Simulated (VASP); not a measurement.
# SbPb (Fm-3m) in VASP: further runs

The runs below take SbPb through single point, relaxation of cell and atoms, with LDA.

Program: VASP 6.6.1. These are calculated values, not measurements. Logs are shortened: lines on timing, memory, paths and dates and some standing lists are left out, and cuts for length are marked.

## Step 1: The cell of the first run

It takes space group Fm-3m (No. 225, cubic). Conventional cell: a = 6.203 Å, b = 6.203 Å, c = 6.203 Å, α = 90.00°, β = 90.00°, γ = 90.00°. Within 4.1 Å of Sb (site symmetry m-3m) lie 6 Pb at 3.10 Å. Pb (site symmetry m-3m) has 6 Sb at 3.10 Å within 4.1 Å.

## Step 2: Single point, LDA

INCAR

```
ALGO     = Normal         # electronic algorithm
EDIFF    = 1E-7           # SCF threshold, eV
ENCUT    = 520            # plane-wave cutoff, eV
ISIF     = 2              # what is computed and relaxed
ISMEAR   = 0              # smearing method
LASPH    = True           # aspherical terms in the spheres
LCHARG   = True           # write CHGCAR
LELF     = True           # ELF
LREAL    = False          # projectors in reciprocal space
LVHAR    = True         
LWAVE    = False          # write WAVECAR
NBANDS   = 16             # bands
NELM     = 100            # most SCF steps
PREC     = Accurate       # precision mode
SIGMA    = 0.1            # smearing width, eV
```

KPOINTS

```
k-points
0
Gamma
  12 12 12
```

POSCAR

```
SbPb
1.0
    0.0000000000      3.1014417525      3.1014417525
    3.1014417525      0.0000000000      3.1014417525
    3.1014417525      3.1014417525      0.0000000000
Sb Pb
1 1
Direct
    0.5000000000      0.5000000000      0.5000000000
    0.0000000000      0.0000000000      0.0000000000
```

Potentials or basis: VASP PAW LDA potentials, release 64 (Sb, Pb_d).

Command:

```sh
$ cat potpaw_LDA.64/Sb/POTCAR potpaw_LDA.64/Pb_d/POTCAR > POTCAR
$ mpirun -np 1 vasp_std > vasp.out
```

OUTCAR:

```text
EDIFF = 1E-7
   ENCUT = 520
   ISIF = 2
   ISMEAR = 0
   LASPH = True
   LREAL = False
   NELM = 100
   PREC = Accurate

 ion  position               nearest neighbor table
   1  0.500  0.500  0.500-   2 3.10   2 3.10   2 3.10   2 3.10   2 3.10   2 3.10
   2  0.000  0.000  0.000-   1 3.10   1 3.10   1 3.10   1 3.10   1 3.10   1 3.10

  LATTYP: Found a face centered cubic cell.
 ALAT       =     6.2028835050

  Lattice vectors:

 A1 = (   0.0000000000,   3.1014417525,   3.1014417525)
 A2 = (   3.1014417525,   0.0000000000,   3.1014417525)
 A3 = (   3.1014417525,   3.1014417525,   0.0000000000)

Analysis of symmetry for initial positions (statically):
=====================================================================
 Subroutine PRICEL returns:
 Original cell was already a primitive cell.

 Routine SETGRP: Setting up the symmetry group for a
 face centered cubic supercell.

 Subroutine GETGRP returns: Found 48 space group operations
 (whereof 48 operations were pure point group operations)
 out of a pool of 48 trial point group operations.

The static configuration has the point symmetry O_h .

Analysis of symmetry for dynamics (positions and initial velocities):
=====================================================================
 Subroutine PRICEL returns:
 Original cell was already a primitive cell.

 Routine SETGRP: Setting up the symmetry group for a
 face centered cubic supercell.

 Subroutine GETGRP returns: Found 48 space group operations
 (whereof 48 operations were pure point group operations)
 out of a pool of 48 trial point group operations.

The dynamic configuration has the point symmetry O_h .

 Subroutine INISYM returns: Found 48 space group operations
 (whereof 48 operations are pure point group operations),
 and found     1 'primitive' translations

----------------------------------------------------------------------------------------

                                     Primitive cell

  volume of cell :      59.6652

  direct lattice vectors                    reciprocal lattice vectors
     0.000000000  3.101441752  3.101441752    -0.161215344  0.161215344  0.161215344
     3.101441752  0.000000000  3.101441752     0.161215344 -0.161215344  0.161215344
     3.101441752  3.101441752  0.000000000     0.161215344  0.161215344 -0.161215344

  length of vectors
     4.386100989  4.386100989  4.386100989     0.279233167  0.279233167  0.279233167

  position of ions in fractional coordinates (direct lattice)
     0.500000000  0.500000000  0.500000000
     0.000000000  0.000000000  0.000000000

  ion indices of the primitive-cell ions
   primitive index   ion index
                 1           1
                 2           2

----------------------------------------------------------------------------------------

 KPOINTS: k-points

Automatic generation of k-mesh.
 Grid dimensions read from file:
 generate k-points for:   12   12   12

 Generating k-lattice:

  Cartesian coordinates                     Fractional coordinates (reciprocal lattice)
    -0.013434612  0.013434612  0.013434612     0.083333333  0.000000000  0.000000000
     0.013434612 -0.013434612  0.013434612     0.000000000  0.083333333  0.000000000
     0.013434612  0.013434612 -0.013434612     0.000000000  0.000000000  0.083333333

  Length of vectors
     0.023269431  0.023269431  0.023269431

  Shift w.r.t. Gamma in fractional coordinates (k-lattice)
     0.000000000  0.000000000  0.000000000

 Subroutine IBZKPT returns following result:
 ===========================================

 Found     72 irreducible k-points:

 Following reciprocal coordinates:
            Coordinates               Weight
  0.000000  0.000000  0.000000      1.000000
  0.083333  0.000000  0.000000      8.000000
  0.166667  0.000000  0.000000      8.000000
  0.250000  0.000000  0.000000      8.000000
  0.333333  0.000000  0.000000      8.000000
  0.416667  0.000000  0.000000      8.000000
[... 16 lines left out ...]
  0.500000  0.166667  0.000000     24.000000
 -0.416667  0.166667  0.000000     24.000000
 [... further k-points ...]
   k-points           NKPTS =     72   k-points in BZ     NKDIM =     72   number of bands    NBANDS=     16
   number of dos      NEDOS =    301   number of ions     NIONS =      2
   total plane-waves  NPLWV =  46656
   dimension x,y,z NGX =    36 NGY =   36 NGZ =   36
   dimension x,y,z NGXF=    72 NGYF=   72 NGZF=   72
   ions per type =               1   1
   NGX,Y,Z   is equivalent  to a cutoff of  13.65, 13.65, 13.65 a.u.
   NGXF,Y,Z  is equivalent  to a cutoff of  27.29, 27.29, 27.29 a.u.
 SYSTEM =  unknown system
   PREC   = accura    normal or accurate (medium, high low for compatibility)
   ISTART =      0    job   : 0-new  1-cont  2-samecut
   ICHARG =      2    charge: 1-file 2-atom 10-const
   ISPIN  =      1    spin polarized calculation?
   LNONCOLLINEAR =      F non collinear calculations
   LSORBIT =      F    spin-orbit coupling
   LASPH  =      T    aspherical Exc in radial PAW
   ENCUT  =  520.0 eV  38.22 Ry    6.18 a.u.   8.16  8.16  8.16*2*pi/ulx,y,z
   NELM   =    100;   NELMIN=  2; NELMDL= -5     # of ELM steps
   EDIFF  = 0.1E-06   stopping-criterion for ELM
   LREAL  =      F    real-space projection
   EDIFFG = 0.1E-05   stopping-criterion for IOM
   NSW    =      0    number of steps for IOM
   IBRION =     -1    ionic relax: 0-MD 1-quasi-New 2-CG
   NFREE  =      0    steps in history (QN), initial steepest desc. (CG)
   ISIF   =      2    stress and relaxation
   ISYM   =      2    0-nonsym 1-usesym 2-fastsym
   POTIM  = 0.5000    time-step for ionic-motion
   TEBEG  =    0.0;   TEEND  =   0.0 temperature during run
   PSTRESS=    0.0 pullay stress
   NELECT =      19.0000    total number of electrons
   NUPDOWN=      -1.0000    fix difference up-down
   EMIN   =  10.00;   EMAX   =-10.00  energy-range for DOS
   EFERMI =   0.00;   METHOD = LEGACY
   ISMEAR =     0;   SIGMA  =   0.10  broadening in eV -4-tet -1-fermi 0-gaus
   EFERMI_NEDOS =   21; number of points for ismear=-14 and -15
   IALGO  =     38    algorithm
   IMIX   =      4    mixing-type and parameters
     AMIX     =   0.40;   BMIX     =  1.00
     AMIX_MAG =   1.60;   BMIX_MAG =  1.00
  volume/ion in A,a.u.               =      29.83       201.32
  Fermi-wavevector in a.u.,A,eV,Ry     =   1.117941  2.112603 17.004468  1.249793
  Thomas-Fermi vector in A             =   2.254568
   LORBIT       =      0    0 simple, 1 ext, 2 COOP (PROOUT), +10 PAW based schemes
   GGA     = CA    functional components
   LHFCALC =     F    Hartree Fock is set to
   AEXX    =    0.0000 exact exchange contribution
   IVDW    =     0    specifies the selected vdW correction
   LEPSILON=     F    determine dielectric tensor
   LRPA    =     F    only Hartree local field effects (RPA)
 non-spin polarized calculation
 Gauss-broadening in eV      SIGMA  =   0.10
  energy-cutoff  :      520.00
  volume of cell :       59.67
 maximum number of plane-waves:      1639
 NGX is ok and might be reduce to    36
   NGX = 17   NGY = 17   NGZ = 17

 number of electron      19.0000002 magnetization

 Free energy of the ion-electron system (eV)
  ---------------------------------------------------
  ext. energy  EPLUGINS =         0.00000000
  ---------------------------------------------------
  free energy    TOTEN  =        -8.93794700 eV

  energy without entropy =       -8.93027535  energy(sigma->0) =       -8.93411117

 E-fermi :   6.8399     XC(G=0): -10.1073

 val. band max:        6.8376150709   @ k =   0.4167   0.1667   0.0833
 cond. band min:       6.8441605483   @ k =  -0.0833   0.0833   0.0000
 fundamental gap:      0.0065454774
 Fermi energy:         6.8399339069

 k-point     1 :       0.0000    0.0000    0.0000
  band No.  band energies     occupation
      1      -9.9306      2.00000
      2      -9.9306      2.00000
      3      -9.9004      2.00000
      4      -9.9004      2.00000
      5      -9.9004      2.00000
      6      -5.2231      2.00000
[... 8 lines left out ...]
     15      12.6994      0.00000
     16      12.6994      0.00000

 k-point     2 :       0.0833    0.0000    0.0000
  band No.  band energies     occupation
      1      -9.9320      2.00000
      2      -9.9320      2.00000
      3      -9.9002      2.00000
      4      -9.8989      2.00000
      5      -9.8989      2.00000
      6      -5.1442      2.00000
[... 8 lines left out ...]
     15      12.8461      0.00000
     16      12.8461      0.00000

 k-point     3 :       0.1667    0.0000    0.0000
  band No.  band energies     occupation
      1      -9.9365      2.00000
      2      -9.9365      2.00000
      3      -9.8998      2.00000
      4      -9.8944      2.00000
      5      -9.8944      2.00000
      6      -4.9079      2.00000
[... 8 lines left out ...]
     15      13.2512      0.00000
     16      13.2512      0.00000

 k-point     4 :       0.2500    0.0000    0.0000
  band No.  band energies     occupation
      1      -9.9432      2.00000
      2      -9.9432      2.00000
      3      -9.8995      2.00000
      4      -9.8876      2.00000
      5      -9.8876      2.00000
      6      -4.5161      2.00000
[... 8 lines left out ...]
     15      13.8880      0.00000
     16      13.8880      0.00000

 k-point     5 :       0.3333    0.0000    0.0000
  band No.  band energies     occupation
      1      -9.9502      2.00000
      2      -9.9502      2.00000
      3      -9.8993      2.00000
      4      -9.8804      2.00000
      5      -9.8804      2.00000
      6      -3.9732      2.00000
[... 8 lines left out ...]
     15      14.7266      0.00000
     16      14.7266      0.00000

 k-point     6 :       0.4167    0.0000    0.0000
  band No.  band energies     occupation
      1      -9.9554      2.00000
      2      -9.9554      2.00000
      3      -9.8992      2.00000
      4      -9.8751      2.00000
      5      -9.8751      2.00000
      6      -3.2907      2.00000
[... 8 lines left out ...]
     15      15.7023      0.00000
     16      15.7023      0.00000
[... 267 lines left out ...]
 k-point    21 :       0.3333    0.1667    0.0000
  band No.  band energies     occupation
      1      -9.9684      2.00000
      2      -9.9312      2.00000
      3      -9.9042      2.00000
      4      -9.8815      2.00000
      5      -9.8773      2.00000
      6      -4.0807      2.00000
[... 8 lines left out ...]
     15      15.3743      0.00000
     16      15.6060      0.00000

 k-point    22 :       0.4167    0.1667    0.0000
  band No.  band energies     occupation
      1      -9.9731      2.00000
      2      -9.9383      2.00000
      3      -9.9008      2.00000
      4      -9.8789      2.00000
      5      -9.8719      2.00000
      6      -3.5045      2.00000
[... 8 lines left out ...]
     15      16.3074      0.00000
     16      16.4754      0.00000

 k-point    23 :       0.5000    0.1667    0.0000
  band No.  band energies     occupation
      1      -9.9730      2.00000
      2      -9.9454      2.00000
      3      -9.8968      2.00000
      4      -9.8778      2.00000
      5      -9.8699      2.00000
      6      -2.8120      2.00000
[... 8 lines left out ...]
     15      16.4259      0.00000
     16      16.5393      0.00000

 k-point    24 :      -0.4167    0.1667    0.0000
  band No.  band energies     occupation
      1      -9.9683      2.00000
      2      -9.9507      2.00000
      3      -9.8940      2.00000
      4      -9.8780      2.00000
      5      -9.8718      2.00000
      6      -2.5485      2.00000
[... 8 lines left out ...]
     15      15.2159      0.00000
     16      15.5166      0.00000

 [... further k-points ...]

------------------------ aborting loop because EDIFF is reached ----------------------------------------

  FORCE on cell =-STRESS in cart. coord.  units (eV):
  Direction    XX          YY          ZZ          XY          YZ          ZX
  --------------------------------------------------------------------------------------
  -------------------------------------------------------------------------------------
  Total        0.0223763      0.0223763      0.0223763      0.0000000      0.0000000      0.0000000
  in kB        0.6008671      0.6008671      0.6008671      0.0000000      0.0000000      0.0000000
  external PRESSURE =       0.6008671 kB  Pullay stress =       0.0000000 kB

 VOLUME and BASIS-vectors are now :
 -----------------------------------------------------------------------------
  energy-cutoff  :      520.00
  volume of cell :       59.67
      direct lattice vectors                 reciprocal lattice vectors
     0.000000000  3.101441752  3.101441752    -0.161215344  0.161215344  0.161215344
     3.101441752  0.000000000  3.101441752     0.161215344 -0.161215344  0.161215344
     3.101441752  3.101441752  0.000000000     0.161215344  0.161215344 -0.161215344

 POSITION                                       TOTAL-FORCE (eV/Angst)
 -----------------------------------------------------------------------------------
      3.10144      3.10144      3.10144         0.000000      0.000000      0.000000
      0.00000      0.00000      0.00000         0.000000      0.000000     -0.000000
 -----------------------------------------------------------------------------------
    total drift:                               -0.000000      0.000000      0.000000

  FREE ENERGIE OF THE ION-ELECTRON SYSTEM (eV)
  ---------------------------------------------------
  free  energy   TOTEN  =        -8.9379469961 eV

  energy  without entropy=       -8.9302753487  energy(sigma->0) =       -8.93411117
```

Wall time 49 s (1 thread of Intel Xeon Platinum 8259CL at 2.50GHz (Skylake/Cascade Lake), shared host); peak memory 0.22 GiB.

What came out:

```yaml
Free_energy: -8.9379 eV
Pressure: 0.1 GPa
Band_gap_on_the_k_mesh: zero (an odd number of electrons rules out a gap without spin polarisation)
```

Caveat: spin-orbit coupling is left out, which moves the levels of the heavy elements.

## Step 3: Single point, LDA

INCAR

```
PREC     = Accurate       # precision mode
ENCUT    = 520            # plane-wave cutoff, eV
EDIFF    = 1E-7           # SCF threshold, eV
ISMEAR   = 0              # smearing method
SIGMA    = 0.15           # smearing width, eV
LREAL    = False          # projectors in reciprocal space
LASPH    = True           # aspherical terms in the spheres
NELM     = 60             # most SCF steps
ALGO     = Normal         # electronic algorithm
ISIF     = 2              # what is computed and relaxed
LWAVE    = False          # write WAVECAR
LCHARG   = False          # write CHGCAR
GGA      = CA             # functional
NBANDS   = 16             # bands
```

KPOINTS

```
Automatic mesh
0
Gamma
  14 14 14
```

POSCAR is that of step 2.

Potentials or basis: VASP PAW LDA potentials, release 64 (Sb, Pb_d).

Command:

```sh
$ cat potpaw_LDA.64/Sb/POTCAR potpaw_LDA.64/Pb_d/POTCAR > POTCAR
$ mpirun -np 1 vasp_std > vasp.out
```

It took 62 s on 1 thread of Intel Xeon Platinum 8259CL at 2.50GHz (Skylake/Cascade Lake), shared host; peak memory 0.24 GiB.

It converged, with:

```yaml
Free_energy: -8.9473 eV
Pressure: 0.0 GPa
Band_gap_on_the_k_mesh: zero (an odd number of electrons rules out a gap without spin polarisation)
```

Levels at points of the mesh, in eV from the Fermi level:
| k point | band 6 | band 7 | band 8 | band 9 | band 10 | band 11 | band 12 | band 13 | band 14 | band 15 |
| --- | --- | --- | --- | --- | --- | --- | --- | --- | --- | --- |
| (0.00, 0.00, 0.00) | -12.06 | -3.81 | -0.73 | -0.73 | -0.73 | 4.67 | 4.67 | 4.67 | 5.87 | 5.87 |
| (0.50, 0.00, 0.00) | -9.47 | -9.08 | 0.08 | 0.08 | 0.99 | 1.16 | 1.16 | 1.24 | 9.32 | 9.57 |
| (0.50, 0.50, 0.00) | -9.40 | -6.68 | -4.94 | -2.75 | -2.75 | 3.00 | 6.84 | 6.84 | 8.91 | 10.80 |

Caveat: spin-orbit coupling is left out, which moves the levels of the heavy elements.

(Continued in part 2 of 2.)
